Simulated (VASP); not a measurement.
A run of VASP 6.6.1:

File INCAR:

```
  ALGO = Fast
  EDIFF = 1E-6
  ENCUT = 520
  GGA = PE
  ISIF = 2
  ISMEAR = -1
  LASPH = T
  LCHARG = F
  LREAL = F
  LWAVE = F
  NBANDS = 19
  NELM = 100
  PREC = Accurate
  SIGMA = 0.05
```

Contents of KPOINTS:

```
k-points
0
Gamma
  10 10 6
```

Contents of POSCAR:

```
Ti
1.0
    2.9101302477      0.0000000000      0.0000000000
   -1.4550651239      2.5202467229      0.0000000000
    0.0000000000      0.0000000000      4.6167490031
Ti
2
Direct
    0.6666666667      0.3333333333      0.7500000000
    0.3333333333      0.6666666667      0.2500000000
```

Potentials or basis: VASP PAW PBE potentials, release 64 (Ti_sv).

Launch:

```sh
$ cat potpaw_PBE.64/Ti_sv/POTCAR > POTCAR
$ mpirun -np 1 vasp_std > vasp.out
```

Hardware: 1 thread of AMD EPYC 7R43 64-Core Processor (Zen 3), with other jobs on the host.

Question: Estimate the wall time of this run.

Answer: Wall time 110 s on 1 thread of AMD EPYC 7R43 64-Core Processor (Zen 3), with other jobs on the host, peak memory 0.13 GiB. Counts: scf iterations 37, k points 56.
